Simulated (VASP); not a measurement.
# TiSi2 (Immm) in VASP: further runs

The runs below take TiSi2 through single point, with RPBE, PBE.

Program: VASP 6.6.1. These are calculated values, not measurements. Logs are shortened: lines on timing, memory, paths and dates and some standing lists are left out, and cuts for length are marked.

## (1) The cell of the first run

It takes space group Immm (No. 71, orthorhombic). Conventional cell: a = 2.946 Å, b = 3.424 Å, c = 8.424 Å, α = 90.00°, β = 90.00°, γ = 90.00°. Within 3.5 Å of Ti (site symmetry mmm) lie 10 Si at 2.67 to 2.78 Å and 4 Ti at 2.95 to 3.42 Å. Within 3.5 Å of Si (site symmetry mm2) lie 9 Si at 2.63 to 3.42 Å and 5 Ti at 2.67 to 2.78 Å.

## (2) Single point, RPBE

Contents of INCAR:

```
SYSTEM = TiSi2
  ALGO = Normal
  EDIFF = 1E-6
  ENCUT = 520
  GGA = RP
  ISIF = 2
  ISMEAR = 0
  LASPH = .TRUE.
  LCHARG = .FALSE.
  LREAL = .FALSE.
  LWAVE = .FALSE.
  NBANDS = 17
  NELM = 60
  PREC = Accurate
  SIGMA = 0.1
```

Contents of KPOINTS:

```
k-points
0
G
  6 6 6
  0 0 0
```

Contents of POSCAR:

```
TiSi2
1.0
   -1.4728720000      1.7121300000      4.2120830000
    1.4728720000     -1.7121300000      4.2120830000
    1.4728720000      1.7121300000     -4.2120830000
Ti Si
1 2
Direct
    0.1710000000      0.3540000000      0.8720000000
    0.5009220000      0.6839220000      0.8720000000
    0.8410780000      1.0240780000      0.8720000000
```

Potentials or basis: VASP PAW PBE potentials, release 64 (Ti_sv, Si).

Command:

```bash
$ cat potpaw_PBE.64/Ti_sv/POTCAR potpaw_PBE.64/Si/POTCAR > POTCAR
$ mpirun -np 1 vasp_std > vasp.out
```

OUTCAR:

```text
SYSTEM = TiSi2
   EDIFF = 1E-6
   ENCUT = 520
   GGA = RP
   ISIF = 2
   ISMEAR = 0
   LASPH = .TRUE.
   LREAL = .FALSE.
   NELM = 60
   PREC = Accurate

 ion  position               nearest neighbor table
   1  0.171  0.354  0.872-   2 2.67   2 2.67   2 2.67   2 2.67   3 2.67   3 2.67   3 2.67   3 2.67
                             3 2.78   2 2.78
   2  0.501  0.684  0.872-   3 2.63   3 2.63   3 2.63   3 2.63   1 2.67   1 2.67   1 2.67   1 2.67
                             1 2.78   3 2.87
   3  0.841  0.024  0.872-   2 2.63   2 2.63   2 2.63   2 2.63   1 2.67   1 2.67   1 2.67   1 2.67
                             1 2.78   2 2.87

  LATTYP: Found a body centered orthorhombic cell.
 ALAT       =     2.9457440000
 B/A-ratio  =     1.1624431723
 C/A-ratio  =     2.8597753233

  Lattice vectors:

 A1 = (  -1.4728720000,   1.7121300000,   4.2120830000)
 A2 = (   1.4728720000,  -1.7121300000,   4.2120830000)
 A3 = (   1.4728720000,   1.7121300000,  -4.2120830000)

Analysis of symmetry for initial positions (statically):
=====================================================================
 Subroutine PRICEL returns:
 Original cell was already a primitive cell.

 Routine SETGRP: Setting up the symmetry group for a
 body centered orthorhombic supercell.

 Subroutine GETGRP returns: Found  8 space group operations
 (whereof  1 operations were pure point group operations)
 out of a pool of  8 trial point group operations.

The static configuration has the point symmetry C_1 .
 The point group associated with its full space group is D_2h.

Analysis of symmetry for dynamics (positions and initial velocities):
=====================================================================
 Subroutine PRICEL returns:
 Original cell was already a primitive cell.

 Routine SETGRP: Setting up the symmetry group for a
 body centered orthorhombic supercell.

 Subroutine GETGRP returns: Found  8 space group operations
 (whereof  1 operations were pure point group operations)
 out of a pool of  8 trial point group operations.

The dynamic configuration has the point symmetry C_1 .
 The point group associated with its full space group is D_2h.

 Subroutine INISYM returns: Found  8 space group operations
 (whereof  1 operations are pure point group operations),
 and found     1 'primitive' translations

----------------------------------------------------------------------------------------

                                     Primitive cell

  volume of cell :      42.4873

  direct lattice vectors                    reciprocal lattice vectors
    -1.472872000  1.712130000  4.212083000     0.000000000  0.292033899  0.118706113
     1.472872000 -1.712130000  4.212083000     0.339472812  0.000000000  0.118706113
     1.472872000  1.712130000 -4.212083000     0.339472812  0.292033899  0.000000000

  length of vectors
     4.779370698  4.779370698  4.779370698     0.315237909  0.359628880  0.447800836

  position of ions in fractional coordinates (direct lattice)
     0.171000000  0.354000000  0.872000000
     0.500922000  0.683922000  0.872000000
     0.841078000  0.024078000  0.872000000

  ion indices of the primitive-cell ions
   primitive index   ion index
                 1           1
                 2           2
                 3           3

----------------------------------------------------------------------------------------

 KPOINTS: k-points

Automatic generation of k-mesh.
 Grid dimensions read from file:
 generate k-points for:    6    6    6

 Generating k-lattice:

  Cartesian coordinates                     Fractional coordinates (reciprocal lattice)
     0.000000000  0.048672317  0.019784352     0.166666667  0.000000000 -0.000000000
     0.056578802  0.000000000  0.019784352     0.000000000  0.166666667  0.000000000
     0.056578802  0.048672317  0.000000000    -0.000000000  0.000000000  0.166666667

  Length of vectors
     0.052539652  0.059938147  0.074633473

  Shift w.r.t. Gamma in fractional coordinates (k-lattice)
     0.000000000  0.000000000  0.000000000

 Subroutine IBZKPT returns following result:
 ===========================================

 Found     46 irreducible k-points:

 Following reciprocal coordinates:
            Coordinates               Weight
  0.000000  0.000000  0.000000      1.000000
  0.166667 -0.000000  0.000000      4.000000
  0.333333  0.000000  0.000000      4.000000
  0.500000  0.000000 -0.000000      2.000000
  0.000000  0.166667 -0.000000      4.000000
  0.166667  0.166667 -0.000000      8.000000
[... 16 lines left out ...]
 -0.166667  0.166667  0.166667      2.000000
  0.166667  0.333333  0.166667      4.000000
 [... further k-points ...]
   k-points           NKPTS =     46   k-points in BZ     NKDIM =     46   number of bands    NBANDS=     17
   number of dos      NEDOS =    301   number of ions     NIONS =      3
   total plane-waves  NPLWV =  46656
   dimension x,y,z NGX =    36 NGY =   36 NGZ =   36
   dimension x,y,z NGXF=    72 NGYF=   72 NGZF=   72
   ions per type =               1   2
   NGX,Y,Z   is equivalent  to a cutoff of  12.52, 12.52, 12.52 a.u.
   NGXF,Y,Z  is equivalent  to a cutoff of  25.04, 25.04, 25.04 a.u.
 SYSTEM =  TiSi2
   PREC   = accura    normal or accurate (medium, high low for compatibility)
   ISTART =      0    job   : 0-new  1-cont  2-samecut
   ICHARG =      2    charge: 1-file 2-atom 10-const
   ISPIN  =      1    spin polarized calculation?
   LNONCOLLINEAR =      F non collinear calculations
   LSORBIT =      F    spin-orbit coupling
   LASPH  =      T    aspherical Exc in radial PAW
   ENCUT  =  520.0 eV  38.22 Ry    6.18 a.u.   8.89  8.89  8.89*2*pi/ulx,y,z
   NELM   =     60;   NELMIN=  2; NELMDL= -5     # of ELM steps
   EDIFF  = 0.1E-05   stopping-criterion for ELM
   LREAL  =      F    real-space projection
   EDIFFG = 0.1E-04   stopping-criterion for IOM
   NSW    =      0    number of steps for IOM
   IBRION =     -1    ionic relax: 0-MD 1-quasi-New 2-CG
   NFREE  =      0    steps in history (QN), initial steepest desc. (CG)
   ISIF   =      2    stress and relaxation
   ISYM   =      2    0-nonsym 1-usesym 2-fastsym
   POTIM  = 0.5000    time-step for ionic-motion
   TEBEG  =    0.0;   TEEND  =   0.0 temperature during run
   PSTRESS=    0.0 pullay stress
   NELECT =      20.0000    total number of electrons
   NUPDOWN=      -1.0000    fix difference up-down
   EMIN   =  10.00;   EMAX   =-10.00  energy-range for DOS
   EFERMI =   0.00;   METHOD = LEGACY
   ISMEAR =     0;   SIGMA  =   0.10  broadening in eV -4-tet -1-fermi 0-gaus
   EFERMI_NEDOS =   21; number of points for ismear=-14 and -15
   IALGO  =     38    algorithm
   IMIX   =      4    mixing-type and parameters
     AMIX     =   0.40;   BMIX     =  1.00
     AMIX_MAG =   1.60;   BMIX_MAG =  1.00
  volume/ion in A,a.u.               =      14.16        95.57
  Fermi-wavevector in a.u.,A,eV,Ry     =   1.273499  2.406564 22.065925  1.621800
  Thomas-Fermi vector in A             =   2.406319
   LORBIT       =      0    0 simple, 1 ext, 2 COOP (PROOUT), +10 PAW based schemes
   GGA     = RP    functional components
   LHFCALC =     F    Hartree Fock is set to
   AEXX    =    0.0000 exact exchange contribution
   IVDW    =     0    specifies the selected vdW correction
   LEPSILON=     F    determine dielectric tensor
   LRPA    =     F    only Hartree local field effects (RPA)
 non-spin polarized calculation
 Gauss-broadening in eV      SIGMA  =   0.10
  energy-cutoff  :      520.00
  volume of cell :       42.49
 maximum number of plane-waves:      1170
   NGX = 17   NGY = 17   NGZ = 17

 number of electron      19.9999999 magnetization

 Free energy of the ion-electron system (eV)
  ---------------------------------------------------
  ext. energy  EPLUGINS =         0.00000000
  ---------------------------------------------------
  free energy    TOTEN  =       -18.81379289 eV

  energy without entropy =      -18.80413381  energy(sigma->0) =      -18.80896335

 E-fermi :  10.0109     XC(G=0): -11.6467

 val. band max:        9.9915235698   @ k =  -0.3333   0.5000   0.1667
 cond. band min:      10.0560783644   @ k =   0.3333   0.1667   0.0000
 fundamental gap:      0.0645547946
 Fermi energy:        10.0108619068

 k-point     1 :       0.0000    0.0000    0.0000
  band No.  band energies     occupation
      1     -46.3488      2.00000
      2     -22.6007      2.00000
      3     -22.5921      2.00000
      4     -22.3309      2.00000
      5      -2.4666      2.00000
      6       5.3204      2.00000
[... 9 lines left out ...]
     16      15.5849      0.00000
     17      15.8880      0.00000

 k-point     2 :       0.1667   -0.0000    0.0000
  band No.  band energies     occupation
      1     -46.3473      2.00000
      2     -22.6242      2.00000
      3     -22.5902      2.00000
      4     -22.3292      2.00000
      5      -2.0634      2.00000
      6       4.5491      2.00000
[... 9 lines left out ...]
     16      15.9318      0.00000
     17      16.3784      0.00000

 k-point     3 :       0.3333    0.0000    0.0000
  band No.  band energies     occupation
      1     -46.3442      2.00000
      2     -22.6708      2.00000
      3     -22.5865      2.00000
      4     -22.3259      2.00000
      5      -0.9091      2.00000
      6       2.8957      2.00000
[... 9 lines left out ...]
     16      17.2912      0.00000
     17      17.8698      0.00000

 k-point     4 :       0.5000    0.0000   -0.0000
  band No.  band energies     occupation
      1     -46.3426      2.00000
      2     -22.6940      2.00000
      3     -22.5847      2.00000
      4     -22.3243      2.00000
      5       0.6986      2.00000
      6       0.9954      2.00000
[... 9 lines left out ...]
     16      16.9652      0.00000
     17      17.0425      0.00000

 k-point     5 :       0.0000    0.1667   -0.0000
  band No.  band energies     occupation
      1     -46.3399      2.00000
      2     -22.5913      2.00000
      3     -22.5826      2.00000
      4     -22.4162      2.00000
      5      -1.9382      2.00000
      6       4.9294      2.00000
[... 9 lines left out ...]
     16      15.0830      0.00000
     17      15.3582      0.00000

 k-point     6 :       0.1667    0.1667   -0.0000
  band No.  band energies     occupation
      1     -46.3383      2.00000
      2     -22.6142      2.00000
      3     -22.5815      2.00000
      4     -22.4140      2.00000
      5      -1.4525      2.00000
      6       4.0920      2.00000
[... 9 lines left out ...]
     16      15.6478      0.00000
     17      16.5927      0.00000

 k-point     7 :       0.3333    0.1667    0.0000
  band No.  band energies     occupation
      1     -46.3353      2.00000
      2     -22.6593      2.00000
      3     -22.5775      2.00000
      4     -22.4096      2.00000
      5      -0.2677      2.00000
      6       2.9578      2.00000
[... 9 lines left out ...]
     16      15.3368      0.00000
     17      17.8469      0.00000

 k-point     8 :       0.5000    0.1667   -0.0000
  band No.  band energies     occupation
      1     -46.3338      2.00000
      2     -22.6816      2.00000
      3     -22.5746      2.00000
      4     -22.4074      2.00000
      5       1.0047      2.00000
      6       1.5438      2.00000
[... 9 lines left out ...]
     16      15.1696      0.00000
     17      17.4634      0.00000
[... 203 lines left out ...]
      1     -46.3085      2.00000
      2     -22.6551      2.00000
      3     -22.6240      2.00000
      4     -22.5465      2.00000
      5       2.5767      2.00000
      6       3.5445      2.00000
[... 9 lines left out ...]
     16      14.7472      0.00000
     17      16.2719      0.00000

 k-point    20 :       0.5000    0.5000   -0.0000
  band No.  band energies     occupation
      1     -46.3071      2.00000
      2     -22.6514      2.00000
      3     -22.6442      2.00000
      4     -22.5441      2.00000
      5       3.0483      2.00000
      6       4.8177      2.00000
[... 9 lines left out ...]
     16      15.0453      0.00000
     17      15.3846      0.00000

 k-point    21 :       0.1667    0.1667    0.1667
  band No.  band energies     occupation
      1     -46.3175      2.00000
      2     -22.6359      2.00000
      3     -22.5741      2.00000
      4     -22.5562      2.00000
      5       0.8093      2.00000
      6       4.3724      2.00000
[... 9 lines left out ...]
     16      15.2645      0.00000
     17      15.6584      0.00000

 k-point    22 :       0.3333    0.1667    0.1667
  band No.  band energies     occupation
      1     -46.3160      2.00000
      2     -22.6567      2.00000
      3     -22.5709      2.00000
      4     -22.5543      2.00000
      5       2.1001      2.00000
      6       2.8147      2.00000
[... 9 lines left out ...]
     16      15.8404      0.00000
     17      16.4891      0.00000

 k-point    23 :      -0.1667    0.1667    0.1667
  band No.  band energies     occupation
      1     -46.3218      2.00000
      2     -22.5839      2.00000
      3     -22.5724      2.00000
      4     -22.5622      2.00000
      5      -0.5907      2.00000
      6       5.0304      2.00000
[... 9 lines left out ...]
     16      15.3700      0.00000
     17      16.8251      0.00000

 k-point    24 :       0.1667    0.3333    0.1667
  band No.  band energies     occupation
      1     -46.3085      2.00000
      2     -22.6551      2.00000
      3     -22.6241      2.00000
      4     -22.5465      2.00000
      5       2.6904      2.00000
      6       3.3240      2.00000
[... 9 lines left out ...]
     16      15.2004      0.00000
     17      16.1929      0.00000

 [... further k-points ...]

------------------------ aborting loop because EDIFF is reached ----------------------------------------

  FORCE on cell =-STRESS in cart. coord.  units (eV):
  Direction    XX          YY          ZZ          XY          YZ          ZX
  --------------------------------------------------------------------------------------
  -------------------------------------------------------------------------------------
  Total        1.3912658      0.4189323      0.2807312      0.0000000      0.0000000      0.0000000
  in kB       52.4640759     15.7977694     10.5862611      0.0000000      0.0000000      0.0000000
  external PRESSURE =      26.2827021 kB  Pullay stress =       0.0000000 kB

 VOLUME and BASIS-vectors are now :
 -----------------------------------------------------------------------------
  energy-cutoff  :      520.00
  volume of cell :       42.49
      direct lattice vectors                 reciprocal lattice vectors
    -1.472872000  1.712130000  4.212083000     0.000000000  0.292033899  0.118706113
     1.472872000 -1.712130000  4.212083000     0.339472812  0.000000000  0.118706113
     1.472872000  1.712130000 -4.212083000     0.339472812  0.292033899  0.000000000

 POSITION                                       TOTAL-FORCE (eV/Angst)
 -----------------------------------------------------------------------------------
      1.55388      1.17966     -1.46159        -0.000000     -0.000000      0.000000
      1.55388      1.17966      1.31772        -0.000000      0.000000     -0.216836
      0.08101      2.89179     -0.02883         0.000000     -0.000000      0.216836
 -----------------------------------------------------------------------------------
    total drift:                                0.000001     -0.000013     -0.000000

  FREE ENERGIE OF THE ION-ELECTRON SYSTEM (eV)
  ---------------------------------------------------
  free  energy   TOTEN  =       -18.8137928873 eV

  energy  without entropy=      -18.8041338098  energy(sigma->0) =      -18.80896335
```

Wall time 19 s (1 thread of Intel Xeon 6975P-C (Granite Rapids), shared host); peak memory 0.21 GiB.

Results:

| Item | Value |
| --- | --- |
| Free energy | -18.8138 eV |
| Pressure | 2.6 GPa |
| Largest force | 0.217 eV/Å |
| Band gap on the k mesh | zero (band 10 reaches 11.39 eV, above the bottom of band 11 at 9.25 eV) |

Forces on the atoms (eV/Å):
```
Ti   0.000  0.000  0.000
Si   0.000  0.000 -0.217
Si   0.000  0.000  0.217
```

Caveat: the k points lie up to 0.47 Å⁻¹ apart; the PAW data sets were made with another functional, which shifts forces and pressure a little.

## (3) Single point, PBE

Contents of INCAR:

```
SYSTEM = TiSi2
  ALGO = Normal
  EDIFF = 1E-6
  ENCUT = 520
  GGA = PE
  ISIF = 2
  ISMEAR = 0
  LASPH = .True.
  LCHARG = .True.
  LELF = .True.
  LREAL = .False.
  LVHAR = .True.
  LWAVE = .False.
  NBANDS = 17
  NELECT = 22.0
  NELM = 60
  PREC = Accurate
  SIGMA = 0.1
```

Contents of KPOINTS:

```
k-points
0
Gamma
  6 6 6
  0 0 0
```

Contents of POSCAR:

```
TiSi2
1.0
   -1.4728720000      1.7121300000      4.2120830000
    1.4728720000     -1.7121300000      4.2120830000
    1.4728720000      1.7121300000     -4.2120830000
Ti Si
1 2
Direct
    0.0000000000      0.0000000000      0.0000000000
    0.3299220000      0.3299220000      0.0000000000
    0.6700780000      0.6700780000      0.0000000000
```

Potentials or basis: VASP PAW PBE potentials, release 64 (Ti_sv, Si).

Command:

```bash
$ cat potpaw_PBE.64/Ti_sv/POTCAR potpaw_PBE.64/Si/POTCAR > POTCAR
$ mpirun -np 1 vasp_std > vasp.out
```

Wall time 23 s (1 thread of Intel Xeon 6975P-C (Granite Rapids), shared host); peak memory 0.21 GiB.

The run converged. Its results:

```yaml
Free_energy: 1.8128 eV
Largest_force: 0.506 eV/Å
```

Forces in eV/Å, atoms in the order of the input:
```
Ti   0.000  0.000  0.000
Si   0.000  0.000  0.506
Si   0.000  0.000 -0.506
```

Levels at points of the mesh, in eV from the Fermi level:
| k point | band 7 | band 8 | band 9 | band 10 | band 11 | band 12 | band 13 | band 14 | band 15 | band 16 |
| --- | --- | --- | --- | --- | --- | --- | --- | --- | --- | --- |
| (0.00, 0.00, 0.00) | -6.13 | -4.02 | -1.97 | -0.81 | -0.10 | 1.22 | 1.52 | 2.74 | 2.95 | 3.65 |
| (0.50, 0.00, 0.00) | -6.35 | -5.69 | -2.13 | -0.36 | 1.01 | 1.65 | 2.01 | 2.42 | 3.42 | 5.24 |
| (0.00, 0.50, 0.00) | -5.61 | -5.30 | -2.47 | -1.93 | -0.27 | 0.70 | 1.95 | 2.40 | 3.04 | 3.58 |
| (0.50, 0.50, 0.00) | -7.17 | -6.74 | -4.82 | -2.90 | -2.61 | 0.75 | 2.00 | 2.02 | 2.51 | 3.01 |
| (0.50, 0.50, 0.50) | -3.36 | -2.93 | -1.78 | -0.84 | 0.40 | 0.93 | 1.60 | 1.67 | 2.06 | 5.12 |

Caveat: the k points lie up to 0.47 Å⁻¹ apart; the cell carries a net charge on a neutralising background, which shifts energy and pressure; the cell is charged against a uniform background, so pressure and absolute levels hang on convention.

## (4) Single point, PBE

Contents of INCAR:

```
SYSTEM = TiSi2
PREC = Accurate
ENCUT = 520
EDIFF = 1E-6
ISMEAR = 0
SIGMA = 0.1
LREAL = .FALSE.
LASPH = .TRUE.
NELM = 60
ALGO = Normal
ISIF = 2
LWAVE = .FALSE.
LCHARG = .FALSE.
GGA = PE
NBANDS = 17
```

Contents of KPOINTS:

```
Automatic mesh
0
G
  6 6 6
  0 0 0
```

POSCAR is that of step 3.

Command:

```bash
$ cat potpaw_PBE.64/Ti_sv/POTCAR potpaw_PBE.64/Si/POTCAR > POTCAR
$ mpirun -np 1 vasp_std > vasp.out
```

Run time: 20 s. Hardware: 1 thread of Intel Xeon 6975P-C (Granite Rapids), shared host; peak memory 0.21 GiB.

It converged, with:

| Quantity | Value |
| --- | --- |
| Free energy | -19.8492 eV |
| Pressure | 0.4 GPa |
| Largest force | 0.172 eV/Å |
| Band gap on the k mesh | zero (band 10 reaches 11.28 eV, above the bottom of band 11 at 9.17 eV) |

Forces on the atoms (eV/Å):
```
Ti   0.000  0.000  0.000
Si   0.000  0.000 -0.172
Si   0.000  0.000  0.172
```

Stress tensor (GPa, compression positive):
```
 3.13  0.00  0.00
 0.00 -0.69  0.00
 0.00  0.00 -1.21
```

Levels at points of the mesh, in eV from the Fermi level:
```csv
k point,band 6,band 7,band 8,band 9,band 10,band 11,band 12,band 13,band 14,band 15
"(0.00, 0.00, 0.00)",-4.67,-4.06,-2.05,-0.56,0.85,2.16,2.46,3.21,3.84,4.14
"(0.50, 0.00, 0.00)",-9.01,-4.25,-3.67,-0.61,1.02,2.12,2.62,3.58,4.11,5.61
"(0.00, 0.50, 0.00)",-8.02,-3.53,-3.31,-0.87,-0.36,1.04,2.89,3.43,4.09,4.30
"(0.50, 0.50, 0.00)",-5.17,-4.95,-4.57,-2.79,-1.22,-0.58,2.82,2.95,3.19,3.55
"(0.50, 0.50, 0.50)",-8.77,-1.20,-1.18,-0.26,0.52,2.05,2.51,2.57,3.76,3.90
```

Caveat: the k points lie up to 0.47 Å⁻¹ apart.

(Part 1 of 2 ends here.)
